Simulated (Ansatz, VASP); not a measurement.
One calculation of HgS, two programs

Contents of INCAR:

```
SYSTEM = HgS
PREC     = Accurate       ! precision mode
ENCUT    = 500            ! plane-wave cutoff, eV
EDIFF    = 1E-6           ! SCF threshold, eV
ISMEAR   = 0              ! smearing method
SIGMA    = 0.05           ! smearing width, eV
LREAL    = .FALSE.        ! projectors in reciprocal space
LASPH    = .TRUE.         ! aspherical terms in the spheres
NELM     = 200            ! most SCF steps
ALGO     = Normal         ! electronic algorithm
ISIF     = 2              ! what is computed and relaxed
LWAVE    = .FALSE.        ! write WAVECAR
LCHARG   = .TRUE.         ! write CHGCAR
ISPIN    = 2              ! spin polarisation
MAGMOM   = 0.2 0.2        ! initial moments
LORBIT   = 11             ! projections on sites
GGA      = PE             ! functional
LELF     = .TRUE.         ! ELF
LVHAR    = .TRUE.       
NBANDS   = 20             ! bands
GGA_COMPAT= .FALSE.
```

KPOINTS

```
regular mesh
0
G
  8 8 8
  0 0 0
```

POSCAR

```
HgS
1.0
    0.0000000000      2.9289995691      2.9289995691
    2.9289995691      0.0000000000      2.9289995691
    2.9289995691      2.9289995691      0.0000000000
Hg S
1 1
Direct
    0.0000000000      0.0000000000      0.0000000000
    0.7500000000      0.7500000000      0.7500000000
```

Input for Ansatz:

```yaml
crystal:
  lattice:
    - [0.0, 2.9289995691, 2.9289995691]
    - [2.9289995691, 0.0, 2.9289995691]
    - [2.9289995691, 2.9289995691, 0.0]
  atoms:
    - { symbol: Hg, position: [0.0, 0.0, 0.0], spin: 0.2 }
    - { symbol: S, position: [0.75, 0.75, 0.75], spin: 0.2 }
basis:
  ecutwfc: 420
  ecutrho_ratio: 4
kpoints:
  mp_grid: { grid: [8, 8, 8] }
hamiltonian:
  xc: pbe
scf:
  occupations: { method: gaussian, width: 0.05 }
output:
  forces: true
  stress: true
  write_density: true
  write_potential: true
  elf: true
  volumetric_format: npy
magnetization:
  spin_polarized: true
```

Alike in both runs: task single point; functional PBE; k mesh 8 × 8 × 8; occupations gaussian, width 0.05 eV; collinear spin.

|  | VASP | Ansatz |
| --- | --- | --- |
| version | VASP 6.6.1 | Ansatz 0.2.0 |
| potentials or method | VASP PAW PBE potentials, release 64 (Hg, S), cutoff 500 eV | scalar-relativistic, plane waves, PAW |
| valence electrons in the cell | 18 | 26 |

|  | VASP | Ansatz | Ansatz less VASP |
| --- | --- | --- | --- |
| gap on the k mesh at the Fermi level (eV) | none | none | - |
| pressure (GPa) | 4.3 | 4.0 | -0.32 |
| net moment per atom (μB) | 0.00 | 0.00 | 0.000 |

A gap of «none» marks a metal or a gap that the smearing closes. VASP's potentials hold 18 valence electrons a cell and Ansatz's 26, so a difference there can come from the potentials and not from the codes. Ansatz's warnings: seeded moment not kept.

Neither program's run includes spin-orbit coupling.
